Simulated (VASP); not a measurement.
# Na2H (F222) in VASP: notebook

The runs below take Na2H through single point, relaxation of cell and atoms, with PBE.

Everything below comes from runs of VASP 6.6.1. Logs are shortened: lines on timing, memory, paths and dates and some standing lists are left out, and cuts for length are marked.

### 1 The cell of the first run

The structure is orthorhombic, space group F222 (No. 22). The conventional cell has a = 4.766 Å, b = 5.262 Å, c = 6.329 Å, α = 90.00°, β = 90.00°, γ = 90.00°. Na (site symmetry 2) has 2 H at 2.06 Å and 4 Na at 2.22 to 2.64 Å within 2.7 Å. Within 2.7 Å of H (site symmetry 222) lie 4 Na at 2.06 Å.

### 2 Single point, PBE

INCAR reads:

```
SYSTEM = Na2H
PREC     = Accurate       ! precision mode
ENCUT    = 520            ! plane-wave cutoff, eV
EDIFF    = 1E-7           ! SCF threshold, eV
ISMEAR   = 0              ! smearing method
SIGMA    = 0.1            ! smearing width, eV
LREAL    = .FALSE.        ! projectors in reciprocal space
LASPH    = .TRUE.         ! aspherical terms in the spheres
NELM     = 60             ! most SCF steps
ALGO     = Normal         ! electronic algorithm
ISIF     = 2              ! what is computed and relaxed
LWAVE    = .FALSE.        ! write WAVECAR
LCHARG   = .FALSE.        ! write CHGCAR
GGA      = PE             ! functional
NBANDS   = 14             ! bands
```

KPOINTS reads:

```
regular mesh
0
G
  6 6 6
  0 0 0
```

POSCAR reads:

```
Na2H
1.0
    0.0000000000      2.6312190100      3.1647449500
    2.3829827300      0.0000000000      3.1647449500
    2.3829827300      2.6312190100      0.0000000000
Na H
2 1
Direct
    0.5167313900      0.9832686100      0.9832686100
    0.9832686100      0.5167313900      0.5167313900
    0.0000000000      0.0000000000      0.0000000000
```

Potentials or basis: VASP PAW PBE potentials, release 64 (Na_pv, H).

The run is started by

```console
$ cat potpaw_PBE.64/Na_pv/POTCAR potpaw_PBE.64/H/POTCAR > POTCAR
$ mpirun -np 1 vasp_std > vasp.out
```

OUTCAR:

```text
SYSTEM = Na2H
   PREC = Accurate
   ENCUT = 520
   EDIFF = 1E-7
   ISMEAR = 0
   LREAL = .FALSE.
   LASPH = .TRUE.
   NELM = 60
   ISIF = 2
   GGA = PE

 ion  position               nearest neighbor table
   1  0.517  0.983  0.983-   2 2.22   2 2.54   2 2.64   2 2.64
   2  0.983  0.517  0.517-   1 2.22   1 2.54   1 2.64   1 2.64
   3  0.000  0.000  0.000-

  LATTYP: Found a face centered orthorhombic cell.
 ALAT       =     4.7659654600
 B/A-ratio  =     1.1041704066
 C/A-ratio  =     1.3280603800

  Lattice vectors:

 A1 = (   0.0000000000,   2.6312190100,   3.1647449500)
 A2 = (   2.3829827300,   0.0000000000,   3.1647449500)
 A3 = (   2.3829827300,   2.6312190100,   0.0000000000)

Analysis of symmetry for initial positions (statically):
=====================================================================
 Subroutine PRICEL returns:
 Original cell was already a primitive cell.

 Routine SETGRP: Setting up the symmetry group for a
 face centered orthorhombic supercell.

 Subroutine GETGRP returns: Found  4 space group operations
 (whereof  4 operations were pure point group operations)
 out of a pool of  8 trial point group operations.

The static configuration has the point symmetry D_2 .

Analysis of symmetry for dynamics (positions and initial velocities):
=====================================================================
 Subroutine PRICEL returns:
 Original cell was already a primitive cell.

 Routine SETGRP: Setting up the symmetry group for a
 face centered orthorhombic supercell.

 Subroutine GETGRP returns: Found  4 space group operations
 (whereof  4 operations were pure point group operations)
 out of a pool of  8 trial point group operations.

The dynamic configuration has the point symmetry D_2 .

 Subroutine INISYM returns: Found  4 space group operations
 (whereof  4 operations are pure point group operations),
 and found     1 'primitive' translations

----------------------------------------------------------------------------------------

                                     Primitive cell

  volume of cell :      39.6868

  direct lattice vectors                    reciprocal lattice vectors
     0.000000000  2.631219010  3.164744950    -0.209821076  0.190025991  0.157990615
     2.382982730  0.000000000  3.164744950     0.209821076 -0.190025991  0.157990615
     2.382982730  2.631219010  0.000000000     0.209821076  0.190025991 -0.157990615

  length of vectors
     4.115692418  3.961592772  3.549918333     0.324184817  0.324184817  0.324184817

  position of ions in fractional coordinates (direct lattice)
     0.516731390  0.983268610  0.983268610
     0.983268610  0.516731390  0.516731390
     0.000000000  0.000000000  0.000000000

  ion indices of the primitive-cell ions
   primitive index   ion index
                 1           1
                 2           2
                 3           3

----------------------------------------------------------------------------------------

 KPOINTS: regular mesh

Automatic generation of k-mesh.
 Grid dimensions read from file:
 generate k-points for:    6    6    6

 Generating k-lattice:

  Cartesian coordinates                     Fractional coordinates (reciprocal lattice)
    -0.034970179  0.031670999  0.026331769     0.166666667  0.000000000  0.000000000
     0.034970179 -0.031670999  0.026331769     0.000000000  0.166666667  0.000000000
     0.034970179  0.031670999 -0.026331769     0.000000000  0.000000000  0.166666667

  Length of vectors
     0.054030803  0.054030803  0.054030803

  Shift w.r.t. Gamma in fractional coordinates (k-lattice)
     0.000000000  0.000000000  0.000000000

 Subroutine IBZKPT returns following result:
 ===========================================

 Found     46 irreducible k-points:

 Following reciprocal coordinates:
            Coordinates               Weight
  0.000000  0.000000  0.000000      1.000000
  0.166667  0.000000 -0.000000      8.000000
  0.333333  0.000000 -0.000000      8.000000
  0.500000 -0.000000 -0.000000      4.000000
  0.166667  0.166667  0.000000      2.000000
  0.333333  0.166667 -0.000000      8.000000
[... 16 lines left out ...]
 -0.166667  0.166667  0.166667      8.000000
  0.500000  0.333333  0.166667      4.000000
 [... further k-points ...]
   k-points           NKPTS =     46   k-points in BZ     NKDIM =     46   number of bands    NBANDS=     14
   number of dos      NEDOS =    301   number of ions     NIONS =      3
   total plane-waves  NPLWV =  26880
   dimension x,y,z NGX =    32 NGY =   30 NGZ =   28
   dimension x,y,z NGXF=    64 NGYF=   60 NGZF=   56
   ions per type =               2   1
   NGX,Y,Z   is equivalent  to a cutoff of  12.93, 12.59, 13.11 a.u.
   NGXF,Y,Z  is equivalent  to a cutoff of  25.85, 25.18, 26.23 a.u.
 SYSTEM =  Na2H
   PREC   = accura    normal or accurate (medium, high low for compatibility)
   ISTART =      0    job   : 0-new  1-cont  2-samecut
   ICHARG =      2    charge: 1-file 2-atom 10-const
   ISPIN  =      1    spin polarized calculation?
   LNONCOLLINEAR =      F non collinear calculations
   LSORBIT =      F    spin-orbit coupling
   LASPH  =      T    aspherical Exc in radial PAW
   ENCUT  =  520.0 eV  38.22 Ry    6.18 a.u.   7.65  7.37  6.60*2*pi/ulx,y,z
   NELM   =     60;   NELMIN=  2; NELMDL= -5     # of ELM steps
   EDIFF  = 0.1E-06   stopping-criterion for ELM
   LREAL  =      F    real-space projection
   EDIFFG = 0.1E-05   stopping-criterion for IOM
   NSW    =      0    number of steps for IOM
   IBRION =     -1    ionic relax: 0-MD 1-quasi-New 2-CG
   NFREE  =      0    steps in history (QN), initial steepest desc. (CG)
   ISIF   =      2    stress and relaxation
   ISYM   =      2    0-nonsym 1-usesym 2-fastsym
   POTIM  = 0.5000    time-step for ionic-motion
   TEBEG  =    0.0;   TEEND  =   0.0 temperature during run
   PSTRESS=    0.0 pullay stress
   NELECT =      15.0000    total number of electrons
   NUPDOWN=      -1.0000    fix difference up-down
   EMIN   =  10.00;   EMAX   =-10.00  energy-range for DOS
   EFERMI =   0.00;   METHOD = LEGACY
   ISMEAR =     0;   SIGMA  =   0.10  broadening in eV -4-tet -1-fermi 0-gaus
   EFERMI_NEDOS =   21; number of points for ismear=-14 and -15
   IALGO  =     38    algorithm
   IMIX   =      4    mixing-type and parameters
     AMIX     =   0.40;   BMIX     =  1.00
     AMIX_MAG =   1.60;   BMIX_MAG =  1.00
  volume/ion in A,a.u.               =      13.23        89.27
  Fermi-wavevector in a.u.,A,eV,Ry     =   1.183649  2.236773 19.062112  1.401026
  Thomas-Fermi vector in A             =   2.319879
   LORBIT       =      0    0 simple, 1 ext, 2 COOP (PROOUT), +10 PAW based schemes
   GGA     = PE    functional components
   LHFCALC =     F    Hartree Fock is set to
   AEXX    =    0.0000 exact exchange contribution
   IVDW    =     0    specifies the selected vdW correction
   LEPSILON=     F    determine dielectric tensor
   LRPA    =     F    only Hartree local field effects (RPA)
 non-spin polarized calculation
 Gauss-broadening in eV      SIGMA  =   0.10
  energy-cutoff  :      520.00
  volume of cell :       39.69
 maximum number of plane-waves:      1099
 NGX is ok and might be reduce to    32
   NGX = 15   NGY = 15   NGZ = 13

 number of electron      15.0000000 magnetization

 Free energy of the ion-electron system (eV)
  ---------------------------------------------------
  ext. energy  EPLUGINS =         0.00000000
  ---------------------------------------------------
  free energy    TOTEN  =        -3.69970785 eV

  energy without entropy =       -3.68954467  energy(sigma->0) =       -3.69462626

 E-fermi :   3.5011     XC(G=0):  -8.7788

 val. band max:        3.4600516230   @ k =  -0.3333   0.3333   0.1667
 cond. band min:       3.5263972117   @ k =  -0.3333   0.1667   0.3333
 fundamental gap:      0.0663455888
 Fermi energy:         3.5010840183

 k-point     1 :       0.0000    0.0000    0.0000
  band No.  band energies     occupation
      1     -22.9469      2.00000
      2     -22.4938      2.00000
      3     -22.3131      2.00000
      4     -22.2438      2.00000
      5     -22.1905      2.00000
      6     -22.0629      2.00000
      7      -3.5830      2.00000
      8       5.7652      0.00000
      9      10.1017      0.00000
     10      11.6090      0.00000
     11      11.6802      0.00000
     12      12.1337      0.00000
     13      12.4433      0.00000
     14      13.2866      0.00000

 k-point     2 :       0.1667    0.0000   -0.0000
  band No.  band energies     occupation
      1     -22.9071      2.00000
      2     -22.4832      2.00000
      3     -22.3126      2.00000
      4     -22.2605      2.00000
      5     -22.2023      2.00000
      6     -22.1150      2.00000
      7      -3.1936      2.00000
      8       5.1011      0.00000
      9       8.8965      0.00000
     10       9.9801      0.00000
     11      10.8390      0.00000
     12      12.8403      0.00000
     13      13.6962      0.00000
     14      14.2898      0.00000

 k-point     3 :       0.3333    0.0000   -0.0000
  band No.  band energies     occupation
      1     -22.8067      2.00000
      2     -22.4535      2.00000
      3     -22.3243      2.00000
      4     -22.2958      2.00000
      5     -22.2376      2.00000
      6     -22.2216      2.00000
      7      -2.1780      2.00000
      8       3.3706      1.93509
      9       7.7636      0.00000
     10       9.0147      0.00000
     11      10.5198      0.00000
     12      12.7097      0.00000
     13      13.4942      0.00000
     14      15.0372      0.00000
[... 324 lines left out ...]
 k-point    23 :      -0.1667    0.1667    0.1667
  band No.  band energies     occupation
      1     -22.7372      2.00000
      2     -22.5618      2.00000
      3     -22.3256      2.00000
      4     -22.3074      2.00000
      5     -22.2305      2.00000
      6     -22.1869      2.00000
      7      -2.0702      2.00000
      8       3.5570      0.42911
      9       7.3844      0.00000
     10       8.4048      0.00000
     11      10.7440      0.00000
     12      12.3516      0.00000
     13      12.8752      0.00000
     14      15.2600      0.00000

 k-point    24 :       0.5000    0.3333    0.1667
  band No.  band energies     occupation
      1     -22.9792      2.00000
      2     -22.4204      2.00000
      3     -22.3822      2.00000
      4     -22.3408      2.00000
      5     -22.1602      2.00000
      6     -22.0517      2.00000
      7      -1.8379      2.00000
      8       3.8684      0.00000
      9       6.3019      0.00000
     10       6.4612      0.00000
     11      12.6580      0.00000
     12      13.1149      0.00000
     13      14.0551      0.00000
     14      15.5405      0.00000

 [... further k-points ...]

------------------------ aborting loop because EDIFF is reached ----------------------------------------

  FORCE on cell =-STRESS in cart. coord.  units (eV):
  Direction    XX          YY          ZZ          XY          YZ          ZX
  --------------------------------------------------------------------------------------
  -------------------------------------------------------------------------------------
  Total        6.2855286      5.8013026      1.7815880      0.0000000      0.0000000      0.0000000
  in kB      253.7498442    234.2014057     71.9235755      0.0000000      0.0000000      0.0000000
  external PRESSURE =     186.6249418 kB  Pullay stress =       0.0000000 kB

 VOLUME and BASIS-vectors are now :
 -----------------------------------------------------------------------------
  energy-cutoff  :      520.00
  volume of cell :       39.69
      direct lattice vectors                 reciprocal lattice vectors
     0.000000000  2.631219010  3.164744950    -0.209821076  0.190025991  0.157990615
     2.382982730  0.000000000  3.164744950     0.209821076 -0.190025991  0.157990615
     2.382982730  2.631219010  0.000000000     0.209821076  0.190025991 -0.157990615

 POSITION                                       TOTAL-FORCE (eV/Angst)
 -----------------------------------------------------------------------------------
      4.68622      3.94683      4.74712         0.620728      0.000000     -0.000000
      2.46272      3.94683      4.74712        -0.620728      0.000000     -0.000000
      0.00000      0.00000      0.00000        -0.000000      0.000000      0.000000
 -----------------------------------------------------------------------------------
    total drift:                               -0.000000     -0.000000     -0.000000

  FREE ENERGIE OF THE ION-ELECTRON SYSTEM (eV)
  ---------------------------------------------------
  free  energy   TOTEN  =        -3.6997078458 eV

  energy  without entropy=       -3.6895446747  energy(sigma->0) =       -3.69462626
```

It took 22 s on 1 thread of Intel Xeon Platinum 8259CL at 2.50GHz (Skylake/Cascade Lake), shared host; peak memory 0.17 GiB.

Results:

* Free energy: -3.6997 eV
* Pressure: 18.7 GPa
* Largest force: 0.621 eV/Å

Forces in eV/Å, atoms in the order of the input:
```
Na   0.621  0.000  0.000
Na  -0.621  0.000  0.000
H    0.000  0.000  0.000
```

Stress tensor (GPa, compression positive):
```
25.37  0.00  0.00
 0.00 23.42  0.00
 0.00  0.00  7.19
```

### 3 Relaxation of cell and atoms, PBE

INCAR reads:

```
SYSTEM = Na2H
ALGO = Normal
EDIFF = 1E-7
EDIFFG = -0.04
ENCUT = 600
GGA = PE
IBRION = 2
ISIF = 3
ISMEAR = 0
LASPH = .TRUE.
LCHARG = .FALSE.
LREAL = .FALSE.
LWAVE = .FALSE.
NELM = 80
NSW = 90
PREC = Accurate
SIGMA = 0.1
```

KPOINTS reads:

```
k-points
0
G
  6 6 6
  0 0 0
```

POSCAR is that of step 2.

Potentials or basis: VASP PAW PBE potentials, release 64 (Na_pv, H).

The run is started by

```console
$ cat potpaw_PBE.64/Na_pv/POTCAR potpaw_PBE.64/H/POTCAR > POTCAR
$ mpirun -np 1 vasp_std > vasp.out
```

OUTCAR:

```text
SYSTEM = Na2H
   EDIFF = 1E-7
   EDIFFG = -0.04
   ENCUT = 600
   GGA = PE
   IBRION = 2
   ISIF = 3
   ISMEAR = 0
   LASPH = .TRUE.
   LREAL = .FALSE.
   NELM = 80
   NSW = 90
   PREC = Accurate

 ion  position               nearest neighbor table
   1  0.517  0.983  0.983-   2 2.22   2 2.54   2 2.64   2 2.64
   2  0.983  0.517  0.517-   1 2.22   1 2.54   1 2.64   1 2.64
   3  0.000  0.000  0.000-

  LATTYP: Found a face centered orthorhombic cell.
 ALAT       =     4.7659654600
 B/A-ratio  =     1.1041704066
 C/A-ratio  =     1.3280603800

  Lattice vectors:

 A1 = (   0.0000000000,   2.6312190100,   3.1647449500)
 A2 = (   2.3829827300,   0.0000000000,   3.1647449500)
 A3 = (   2.3829827300,   2.6312190100,   0.0000000000)

Analysis of symmetry for initial positions (statically):
=====================================================================
 Subroutine PRICEL returns:
 Original cell was already a primitive cell.

 Routine SETGRP: Setting up the symmetry group for a
 face centered orthorhombic supercell.

 Subroutine GETGRP returns: Found  4 space group operations
 (whereof  4 operations were pure point group operations)
 out of a pool of  8 trial point group operations.

The static configuration has the point symmetry D_2 .

Analysis of symmetry for dynamics (positions and initial velocities):
[... 280 lines left out ...]
  band No.  band energies     occupation
      1     -25.4918      2.00000
      2     -25.4589      2.00000
      3     -25.4545      2.00000
      4     -25.4478      2.00000
      5     -25.3819      2.00000
      6     -25.3767      2.00000
      7      -4.2330      2.00000
      8       0.5636      0.00000
      9       4.7754      0.00000
     10       4.9673      0.00000
     11       4.9847      0.00000
[... 310 lines left out ...]
  band No.  band energies     occupation
      1     -25.4947      2.00000
      2     -25.4572      2.00000
      3     -25.4568      2.00000
      4     -25.4448      2.00000
      5     -25.3867      2.00000
      6     -25.3746      2.00000
      7      -3.2361      2.00000
      8      -0.1633      1.17250
      9       1.5228      0.00000
     10       2.2293      0.00000
     11       4.0950      0.00000

 [... further k-points ...]

[... ionic steps 4 to 8 ...]

--------------------------------------- Ionic step        9  -------------------------------------------

 number of electron      14.9999995 magnetization

------------------------ aborting loop because EDIFF is reached ----------------------------------------
[... 69 lines left out ...]
--------------------------------------- Ionic step       11  -------------------------------------------

 number of electron      15.0000024 magnetization

 Free energy of the ion-electron system (eV)
  ---------------------------------------------------
  ext. energy  EPLUGINS =         0.00000000
  ---------------------------------------------------
  free energy    TOTEN  =        -5.31683748 eV

  energy without entropy =       -5.29903092  energy(sigma->0) =       -5.30793420

 E-fermi :   0.3606     XC(G=0):  -6.5378

 val. band max:        0.3151204350   @ k =  -0.3333   0.1667   0.3333
 cond. band min:       0.3652816987   @ k =   0.0000   0.3333   0.3333
 fundamental gap:      0.0501612638
 Fermi energy:         0.3605941865

 k-point     1 :       0.0000    0.0000    0.0000
  band No.  band energies     occupation
      1     -24.7216      2.00000
      2     -24.7179      2.00000
      3     -24.7121      2.00000
      4     -24.7037      2.00000
      5     -24.6157      2.00000
      6     -24.6149      2.00000
      7      -4.3294      2.00000
      8       1.0826      0.00000
      9       6.0020      0.00000
     10       6.0201      0.00000
     11       6.5294      0.00000
[... 352 lines left out ...]
  FREE ENERGIE OF THE ION-ELECTRON SYSTEM (eV)
  ---------------------------------------------------
  free  energy   TOTEN  =        -5.3168374838 eV

  energy  without entropy=       -5.2990309190  energy(sigma->0) =       -5.30793420

 reached required accuracy - stopping structural energy minimisation
```

CONTCAR:

```text
Na2H
   1.00000000000000
     0.0000000000000000    3.2561405296168240    3.2762284118673972
     3.6445799947743760    0.0000000000000000    3.2762284118673972
     3.6445799947743760    3.2561405296168240    0.0000000000000000
  Na              H
     2     1
Direct
     0.4985373994628649    0.0014626005371351    0.0014626005371351
     0.0014626005371351    0.4985373994628649    0.4985373994628649
     0.0000000000000000    0.0000000000000000    0.0000000000000000

  0.00000000E+00  0.00000000E+00  0.00000000E+00
  0.00000000E+00  0.00000000E+00  0.00000000E+00
  0.00000000E+00  0.00000000E+00  0.00000000E+00
```

Wall time 2.6 min (1 thread of Intel Xeon Platinum 8259CL at 2.50GHz (Skylake/Cascade Lake), shared host); peak memory 0.18 GiB.

Results:

```yaml
Free_energy: -5.3168 eV
Relaxed_volume: 25.92 Å³/atom
Relaxed_cell: a = 4.619 Å, b = 4.901 Å, c = 4.887 Å, α = 56.32°, β = 61.99°, γ = 61.69°
Space_group_after_relaxing_to_0.05_Å: Fmmm (No. 69)
Energy_gained_by_relaxing: 538.9 meV/atom
Ionic_steps: 11
Pressure_after_relaxing: -0.1 GPa
Largest_force_after_relaxing: 0.008 eV/Å
```

Forces on the atoms (eV/Å):
```
Na  -0.008  0.000  0.000
Na   0.008  0.000  0.000
H    0.000  0.000  0.000
```

Step by step:
| step | energy change (eV) | largest force (eV/Å) | pressure (GPa) | volume (Å³) |
| --- | --- | --- | --- | --- |
| 1 | 0.0000 | 0.6206 | 18.68 | 39.69 |
| 2 | -0.9229 | 0.2856 | 8.10 | 49.15 |
| 3 | -1.3977 | 0.0731 | 1.84 | 62.24 |
| 4 | -1.3668 | 0.0936 | -1.81 | 94.36 |
| 5 | -1.4751 | 0.0603 | -0.90 | 78.72 |
| 6 | -1.4828 | 0.0432 | -0.51 | 74.77 |
| 7 | -1.5427 | 0.0330 | -0.31 | 74.40 |
| 8 | -1.6070 | 0.0099 | 0.72 | 72.69 |
| 9 | -1.6088 | 0.0124 | 0.56 | 72.95 |
| 10 | -1.6144 | 0.0101 | 0.30 | 74.86 |
| 11 | -1.6168 | 0.0083 | -0.08 | 77.76 |

Final structure:
```
Na H
1.0
     0.00000    3.25614    3.27623
     3.64458    0.00000    3.27623
     3.64458    3.25614    0.00000
Na H
2 1
Cartesian
  0.0107 1.6281 1.6381
  3.6339 1.6281 1.6381
  0.0000 0.0000 0.0000
```

Caveat: the volume moved by over 15 % at a fixed basis, so the end points are rough.
